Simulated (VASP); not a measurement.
TiTe (rocksalt type):

```
Ti Te
1.0
     0.00000    2.78338    2.78338
     2.78338    0.00000    2.78338
     2.78338    2.78338    0.00000
Ti Te
1 1
Direct
  0.00000 0.00000 0.00000
  0.50000 0.50000 0.50000
```

```yaml
Program: VASP 6.6.1
Task: relaxation of cell and atoms
Functional: LDA
Potentials_or_basis: VASP PAW LDA potentials, release 64 (Ti_sv, Te)
Cutoff: 600 eV
k_mesh: 12 × 12 × 12
Occupations: fermi-dirac, width 0.05 eV
Spin: no spin polarisation
```

At the start: pressure -2.5 GPa; volume 21.56 Å³/atom.

Problem. Where does the relaxation end?

Solution. Over 3 steps the energy falls by 4.6 meV/atom and the volume is 20.98 Å³/atom (-2.7 %); space group Fm-3m (No. 225, to 0.1 Å) before and after.

Step by step:
| step | energy change (eV) | largest force (eV/Å) | pressure (GPa) | volume (Å³) |
| --- | --- | --- | --- | --- |
| 1 | 0.0000 | 0.0000 | -2.46 | 43.13 |
| 2 | -0.0038 | 0.0000 | 1.97 | 41.09 |
| 3 | -0.0092 | 0.0000 | -0.02 | 41.96 |

Final structure:
```cif
data_structure
_symmetry_space_group_name_H-M 'P 1'
_symmetry_Int_Tables_number 1
_cell_length_a 3.9005
_cell_length_b 3.9005
_cell_length_c 3.9005
_cell_angle_alpha 60.000
_cell_angle_beta 60.000
_cell_angle_gamma 60.000
_cell_volume 41.96
loop_
_atom_site_label
_atom_site_type_symbol
_atom_site_fract_x
_atom_site_fract_y
_atom_site_fract_z
_atom_site_occupancy
Ti1 Ti 0.00000 0.00000 0.00000 1
Te1 Te 0.50000 0.50000 0.50000 1
```

Caveat: the highest band is partly filled, so the run has too few bands.
